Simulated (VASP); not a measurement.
# InO2: relaxation of cell and atoms with PBE

InO2:

```xyz
3
Lattice="3.3037 0.0000 0.0000 -1.6518 2.8611 0.0000 0.0000 0.0000 4.4045" Properties=species:S:1:pos:R:3 pbc="T T T"
In    0.0000    0.0000    0.0000
O     0.0000    1.9074    3.2450
O     0.0000    1.9074    1.1596
```

* Program: VASP 6.6.1
* Task: relaxation of cell and atoms
* Functional: PBE
* Potentials or basis: VASP PAW PBE potentials, release 64 (In_d, O)
* Cutoff: 600 eV
* k mesh: 18 × 18 × 10
* Occupations: gaussian, width 0.1 eV
* Spin: no spin polarisation
* Dipole correction: no
* Further INCAR settings: ALGO = Normal; EDIFF = 1e-06; IBRION = 2; EDIFFG = -0.01; NSW = 100; ISIF = 3

```yaml
Relaxed_volume: 13.83 Å³/atom
Relaxed_cell: a = 3.302 Å, b = 3.302 Å, c = 4.393 Å, α = 90.00°, β = 90.00°, γ = 120.00°
Space_group_after_relaxing_to_0.05_Å: P-6m2 (No. 187)
Energy_gained_by_relaxing: 0.1 meV/atom
Ionic_steps: 7
Pressure_after_relaxing: 0.0 GPa
Largest_force_after_relaxing: 0.004 eV/Å
```

Forces in eV/Å, atoms in the order of the input:
```
In   0.000  0.000  0.000
O    0.000  0.000 -0.004
O    0.000  0.000  0.004
```

Step by step:
```tsv
step	energy change (eV)	largest force (eV/Å)	pressure (GPa)	volume (Å³)
1	0.0000	0.0025	-0.38	41.63
2	-0.0001	0.0395	0.23	41.44
3	-0.0002	0.0269	-0.01	41.50
4	-0.0002	0.0284	0.07	41.50
5	-0.0002	0.0265	0.06	41.50
6	-0.0002	0.0102	0.05	41.49
7	-0.0002	0.0042	0.02	41.48
```

Final structure:
```
In O
1.0
     3.30208    0.00000    0.00000
    -1.65104    2.85969    0.00000
     0.00000    0.00000    4.39309
In O
1 2
Direct
  0.00000 0.00000 0.00000
  0.33333 0.66667 0.73631
  0.33333 0.66667 0.26369
```

Levels at points of the mesh, in eV from the Fermi level:
```csv
k point,band 9,band 10,band 11,band 12,band 13,band 14,band 15,band 16
"(0.00, 0.00, 0.00)",-2.17,-2.17,-0.95,-0.95,0.05,1.27,7.39,10.71
"(0.50, 0.00, 0.00)",-5.08,-3.23,-2.59,-0.90,1.45,4.08,5.29,10.67
"(0.00, 0.00, 0.50)",-2.57,-1.67,-1.67,-1.52,-1.52,1.63,4.69,11.76
"(0.50, 0.00, 0.50)",-3.80,-2.59,-2.16,-1.98,-1.71,4.91,5.85,8.21
```

Wall time 5.8 min on 1 thread of Intel(R) Xeon(R) Platinum 8488C (Sapphire Rapids), on a shared host, peak memory 0.31 GiB.

Caveat: spin-orbit coupling is left out, which moves the levels of the heavy elements; an odd number of electrons without spin polarisation forces a metal; a magnetic or distorted state may lie lower.
